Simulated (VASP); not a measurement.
# CuSi16 (a cell with a defect) in VASP: single point with PBE

Aim: the single point of CuSi16 (a cell with a defect) with PBE.

All numbers are computed with VASP 6.6.1; they aren't measurements. Logs are shortened: lines on timing, memory, paths and dates and some standing lists are left out, and cuts for length are marked.

## 1. The cell of the first run

The cell holds a defect, 17 atoms: a = 7.679 Å, b = 7.679 Å, c = 7.679 Å, α = 60.00°, β = 60.00°, γ = 60.00°.

## 2. Single point, PBE

Input file INCAR:

```
PREC = Accurate
ENCUT = 520
EDIFF = 1E-7
ISMEAR = -1
SIGMA = 0.02
LREAL = Auto
LASPH = True
NELM = 60
ALGO = Normal
ISIF = 2
LWAVE = False
LCHARG = False
GGA = PE
NELECT = 74.0
NBANDS = 52
```

Input file KPOINTS:

```
Automatic mesh
0
Gamma
  2 2 2
```

Input file POSCAR:

```
CuSi16
1.0
    0.0000000000      5.4300000000      5.4300000000
    5.4300000000      0.0000000000      5.4300000000
    5.4300000000      5.4300000000      0.0000000000
Si Cu
16 1
Direct
   -0.0004306630      0.0079698895     -0.0011949355
    0.1117432781      0.1443576427      0.1208968692
   -0.0211225599      0.0112975138      0.5047028545
    0.1147149171      0.1232392265      0.6275642726
    0.0136883057      0.5154369245      0.0070571823
    0.1336762431      0.6345222836      0.1400300184
   -0.0052220994      0.4967121547      0.5123174954
    0.1178302026      0.6189254144      0.6383928177
    0.5036233886      0.0056088398     -0.0136526703
    0.6264421731      0.1276865562      0.1127657459
    0.4877965930     -0.0103897790      0.4852779926
    0.6084194291      0.1085015654      0.6177814917
    0.5068825967      0.5012028545     -0.0013599448
    0.6430163904      0.6131152855      0.1212454880
    0.5098978821      0.4794420810      0.5052273481
    0.6216637201      0.6161338858      0.6273709024
    0.3114949355      0.8121883057      0.3130291897
```

Potentials or basis: VASP PAW PBE potentials, release 64 (Si, Cu).

Run with:

```
> cat potpaw_PBE.64/Si/POTCAR potpaw_PBE.64/Cu/POTCAR > POTCAR
> mpirun -np 1 vasp_std > vasp.out
```

OUTCAR:

```text
PREC = Accurate
   ENCUT = 520
   EDIFF = 1E-7
   ISMEAR = -1
   LREAL = Auto
   LASPH = True
   NELM = 60
   ISIF = 2
   GGA = PE
   NELECT = 74.0

 ion  position               nearest neighbor table
   1  1.000  0.008  0.999-   2 2.33   4 2.33  10 2.34   6 2.35
   2  0.112  0.144  0.121-   1 2.33   5 2.34  17 2.37   3 2.41   9 2.46
   3  0.979  0.011  0.505-   4 2.33  12 2.34  17 2.37   2 2.41   8 2.46
   4  0.115  0.123  0.628-   3 2.33   1 2.33   7 2.34  11 2.35
   5  0.014  0.515  0.007-   8 2.33   6 2.33  14 2.34   2 2.34
   6  0.134  0.635  0.140-   5 2.33   7 2.34  13 2.35   1 2.35
   7  0.995  0.497  0.512-   8 2.33  16 2.34   6 2.34   4 2.34
   8  0.118  0.619  0.638-   5 2.33   7 2.33  17 2.33  15 2.46   3 2.46
   9  0.504  0.006  0.986-  12 2.32  10 2.33  17 2.33   2 2.46  14 2.46
  10  0.626  0.128  0.113-   9 2.33   1 2.34  11 2.34  13 2.34
  11  0.488  0.990  0.485-  12 2.33  10 2.34   4 2.35  16 2.35
  12  0.608  0.109  0.618-   9 2.32  11 2.33   3 2.34  15 2.34
  13  0.507  0.501  0.999-  14 2.33  16 2.33  10 2.34   6 2.35
  14  0.643  0.613  0.121-  13 2.33   5 2.34  17 2.37  15 2.41   9 2.46
  15  0.510  0.479  0.505-  16 2.33  12 2.34  17 2.37  14 2.41   8 2.46
  16  0.622  0.616  0.627-  15 2.33  13 2.33   7 2.34  11 2.35
  17  0.311  0.812  0.313-   8 2.33   9 2.33  14 2.37  15 2.37   3 2.37   2 2.37

  LATTYP: Found a face centered cubic cell.
 ALAT       =    10.8600000000

  Lattice vectors:

 A1 = (   0.0000000000,   5.4300000000,   5.4300000000)
 A2 = (   5.4300000000,   0.0000000000,   5.4300000000)
 A3 = (   5.4300000000,   5.4300000000,   0.0000000000)

Analysis of symmetry for initial positions (statically):
=====================================================================
 Subroutine PRICEL returns:
 Original cell was already a primitive cell.

 Routine SETGRP: Setting up the symmetry group for a
 face centered cubic supercell.

 Subroutine GETGRP returns: Found  1 space group operations
 (whereof  1 operations were pure point group operations)
 out of a pool of 48 trial point group operations.

The static configuration has the point symmetry C_1 .

Analysis of symmetry for dynamics (positions and initial velocities):
=====================================================================
 Subroutine PRICEL returns:
 Original cell was already a primitive cell.

 Routine SETGRP: Setting up the symmetry group for a
 face centered cubic supercell.

 Subroutine GETGRP returns: Found  1 space group operations
 (whereof  1 operations were pure point group operations)
 out of a pool of 48 trial point group operations.

The dynamic configuration has the point symmetry C_1 .

 Subroutine INISYM returns: Found  1 space group operations
 (whereof  1 operations are pure point group operations),
 and found     1 'primitive' translations

----------------------------------------------------------------------------------------

                                     Primitive cell

  volume of cell :     320.2060

  direct lattice vectors                    reciprocal lattice vectors
     0.000000000  5.430000000  5.430000000    -0.092081031  0.092081031  0.092081031
     5.430000000  0.000000000  5.430000000     0.092081031 -0.092081031  0.092081031
     5.430000000  5.430000000  0.000000000     0.092081031  0.092081031 -0.092081031

  length of vectors
     7.679179644  7.679179644  7.679179644     0.159489025  0.159489025  0.159489025

  position of ions in fractional coordinates (direct lattice)
     0.999569337  0.007969890  0.998805064
     0.111743278  0.144357643  0.120896869
     0.978877440  0.011297514  0.504702855
     0.114714917  0.123239226  0.627564273
     0.013688306  0.515436925  0.007057182
     0.133676243  0.634522284  0.140030018
[... 9 lines left out ...]
     0.621663720  0.616133886  0.627370902
     0.311494936  0.812188306  0.313029190

  ion indices of the primitive-cell ions
   primitive index   ion index
                 1           1
                 2           2
                 3           3
                 4           4
                 5           5
                 6           6
[... 9 lines left out ...]
                16          16
                17          17

----------------------------------------------------------------------------------------

 KPOINTS: Automatic mesh

Automatic generation of k-mesh.
 Grid dimensions read from file:
 generate k-points for:    2    2    2

 Generating k-lattice:

  Cartesian coordinates                     Fractional coordinates (reciprocal lattice)
    -0.046040516  0.046040516  0.046040516     0.500000000  0.000000000  0.000000000
     0.046040516 -0.046040516  0.046040516     0.000000000  0.500000000  0.000000000
     0.046040516  0.046040516 -0.046040516     0.000000000  0.000000000  0.500000000

  Length of vectors
     0.079744512  0.079744512  0.079744512

  Shift w.r.t. Gamma in fractional coordinates (k-lattice)
     0.000000000  0.000000000  0.000000000

 Subroutine IBZKPT returns following result:
 ===========================================

 Found      8 irreducible k-points:

 Following reciprocal coordinates:
            Coordinates               Weight
  0.000000  0.000000  0.000000      1.000000
  0.500000  0.000000  0.000000      1.000000
  0.000000  0.500000  0.000000      1.000000
  0.000000  0.000000  0.500000      1.000000
  0.500000  0.500000  0.500000      1.000000
  0.500000  0.500000  0.000000      1.000000
  0.000000  0.500000  0.500000      1.000000
  0.500000  0.000000  0.500000      1.000000
   k-points           NKPTS =      8   k-points in BZ     NKDIM =      8   number of bands    NBANDS=     52
   number of dos      NEDOS =    301   number of ions     NIONS =     17
   total plane-waves  NPLWV = 216000
   dimension x,y,z NGX =    60 NGY =   60 NGZ =   60
   dimension x,y,z NGXF=   120 NGYF=  120 NGZF=  120
   ions per type =              16   1
   NGX,Y,Z   is equivalent  to a cutoff of  12.99, 12.99, 12.99 a.u.
   NGXF,Y,Z  is equivalent  to a cutoff of  25.98, 25.98, 25.98 a.u.
 SYSTEM =  unknown system
   PREC   = accura    normal or accurate (medium, high low for compatibility)
   ISTART =      0    job   : 0-new  1-cont  2-samecut
   ICHARG =      2    charge: 1-file 2-atom 10-const
   ISPIN  =      1    spin polarized calculation?
   LNONCOLLINEAR =      F non collinear calculations
   LSORBIT =      F    spin-orbit coupling
   LASPH  =      T    aspherical Exc in radial PAW
   ENCUT  =  520.0 eV  38.22 Ry    6.18 a.u.  14.28 14.28 14.28*2*pi/ulx,y,z
   NELM   =     60;   NELMIN=  2; NELMDL= -5     # of ELM steps
   EDIFF  = 0.1E-06   stopping-criterion for ELM
   LREAL  =      T    real-space projection
   EDIFFG = 0.1E-05   stopping-criterion for IOM
   NSW    =      0    number of steps for IOM
   IBRION =     -1    ionic relax: 0-MD 1-quasi-New 2-CG
   NFREE  =      0    steps in history (QN), initial steepest desc. (CG)
   ISIF   =      2    stress and relaxation
   ISYM   =      2    0-nonsym 1-usesym 2-fastsym
   POTIM  = 0.5000    time-step for ionic-motion
   TEBEG  =    0.0;   TEEND  =   0.0 temperature during run
   PSTRESS=    0.0 pullay stress
   NELECT =      74.0000    total number of electrons
   NUPDOWN=      -1.0000    fix difference up-down
   EMIN   =  10.00;   EMAX   =-10.00  energy-range for DOS
   EFERMI =   0.00;   METHOD = LEGACY
   ISMEAR =    -1;   SIGMA  =   0.02  broadening in eV -4-tet -1-fermi 0-gaus
   EFERMI_NEDOS =   21; number of points for ismear=-14 and -15
   IALGO  =     38    algorithm
   IMIX   =      4    mixing-type and parameters
     AMIX     =   0.40;   BMIX     =  1.00
     AMIX_MAG =   1.60;   BMIX_MAG =  1.00
  volume/ion in A,a.u.               =      18.84       127.11
  Fermi-wavevector in a.u.,A,eV,Ry     =   1.004636  1.898488 13.732283  1.009294
  Thomas-Fermi vector in A             =   2.137265
   LORBIT       =      0    0 simple, 1 ext, 2 COOP (PROOUT), +10 PAW based schemes
   GGA     = PE    functional components
   LHFCALC =     F    Hartree Fock is set to
   AEXX    =    0.0000 exact exchange contribution
   IVDW    =     0    specifies the selected vdW correction
   LEPSILON=     F    determine dielectric tensor
   LRPA    =     F    only Hartree local field effects (RPA)
 non-spin polarized calculation
  energy-cutoff  :      520.00
  volume of cell :      320.21
 maximum number of plane-waves:      8646
 NGX is ok and might be reduce to    60
   NGX = 29   NGY = 29   NGZ = 29

 number of electron      73.9999995 magnetization

 Free energy of the ion-electron system (eV)
  ---------------------------------------------------
  ext. energy  EPLUGINS =         0.00000000
  ---------------------------------------------------
  free energy    TOTEN  =       -94.16973354 eV

  energy without entropy =      -94.16892806  energy(sigma->0) =      -94.16933080

 E-fermi :   6.4013     XC(G=0):  -9.6165

 val. band max:        6.3072319611   @ k =   0.0000   0.0000   0.0000
 cond. band min:       6.4878660299   @ k =   0.0000   0.0000   0.0000
 fundamental gap:      0.1806340688
 Fermi energy:         6.4013410232

 k-point     1 :       0.0000    0.0000    0.0000
  band No.  band energies     occupation
      1      -5.8998      2.00000
      2      -3.5529      2.00000
      3      -3.5227      2.00000
      4      -3.4820      2.00000
      5      -3.4699      2.00000
      6      -1.9423      2.00000
[... 41 lines left out ...]
     48       8.4127      0.00000
     49       8.5018      0.00000

 k-point     2 :       0.5000    0.0000    0.0000
  band No.  band energies     occupation
      1      -5.1763      2.00000
      2      -5.0024      2.00000
      3      -3.3237      2.00000
      4      -3.2162      2.00000
      5      -3.1084      2.00000
      6      -3.0967      2.00000
[... 304 lines left out ...]
 k-point     8 :       0.5000    0.0000    0.5000
  band No.  band energies     occupation
      1      -4.9320      2.00000
      2      -4.7183      2.00000
      3      -3.9222      2.00000
      4      -3.7779      2.00000
      5      -3.7465      2.00000
      6      -3.7287      2.00000
[... 41 lines left out ...]
     48      10.4200      0.00000
     49      10.4605      0.00000
 [bands above 49 left out]

------------------------ aborting loop because EDIFF is reached ----------------------------------------

  FORCE on cell =-STRESS in cart. coord.  units (eV):
  Direction    XX          YY          ZZ          XY          YZ          ZX
  --------------------------------------------------------------------------------------
  -------------------------------------------------------------------------------------
  Total       -1.1520066     -1.1693123     -0.7118459      1.2696576      0.1908443      0.0510744
  in kB       -5.7641603     -5.8507509     -3.5617800      6.3528372      0.9549052      0.2555551
  external PRESSURE =      -5.0588971 kB  Pullay stress =       0.0000000 kB

 VOLUME and BASIS-vectors are now :
 -----------------------------------------------------------------------------
  energy-cutoff  :      520.00
  volume of cell :      320.21
      direct lattice vectors                 reciprocal lattice vectors
     0.000000000  5.430000000  5.430000000    -0.092081031  0.092081031  0.092081031
     5.430000000  0.000000000  5.430000000     0.092081031 -0.092081031  0.092081031
     5.430000000  5.430000000  0.000000000     0.092081031  0.092081031 -0.092081031

 POSITION                                       TOTAL-FORCE (eV/Angst)
 -----------------------------------------------------------------------------------
      5.46679     10.85117      5.47094        -0.008747     -0.001401     -0.025733
      1.44033      1.26324      1.39063         0.023212      0.001073      0.043750
      2.80188      8.05584      5.37665        -0.026903     -0.004594     -0.034542
      4.07686      4.03058      1.29209         0.014140     -0.012401      0.033345
      2.83714      0.11265      2.87315        -0.019103      0.005940     -0.010021
      4.20582      1.48622      4.17132         0.004043     -0.021017      0.009266
[... 9 lines left out ...]
      6.75223      6.78226      6.72124         0.013526     -0.005512      0.030116
      6.10993      3.39117      6.10160         0.014229     -0.004634      0.002416
 -----------------------------------------------------------------------------------
    total drift:                                0.003436      0.001073      0.001590

  FREE ENERGIE OF THE ION-ELECTRON SYSTEM (eV)
  ---------------------------------------------------
  free  energy   TOTEN  =       -94.1697335390 eV

  energy  without entropy=      -94.1689280629  energy(sigma->0) =      -94.16933080
```

Run time: 6.9 min. Hardware: 1 thread of Intel Xeon Platinum 8259CL at 2.50GHz (Skylake/Cascade Lake), shared host; peak memory 0.5 GiB.

What came out:

* Free energy: -94.1697 eV
* Largest force: 0.050 eV/Å

Forces in eV/Å, atoms in the order of the input:
```
Si  -0.009 -0.001 -0.026
Si   0.023  0.001  0.044
Si  -0.027 -0.005 -0.035
Si   0.014 -0.012  0.033
Si  -0.019  0.006 -0.010
Si   0.004 -0.021  0.009
Si  -0.016  0.011  0.004
Si   0.032  0.027 -0.021
Si  -0.026 -0.010  0.007
Si   0.031  0.000 -0.004
Si  -0.013  0.017 -0.007
Si   0.025 -0.007  0.006
Si  -0.025  0.011 -0.032
Si   0.001  0.009  0.035
Si  -0.024 -0.017 -0.037
Si   0.014 -0.006  0.030
Cu   0.014 -0.005  0.002
```

Caveat: the k points lie up to 0.50 Å⁻¹ apart; the cell carries a net charge on a neutralising background, which shifts energy and pressure; the cell is charged against a uniform background, so pressure and absolute levels hang on convention.
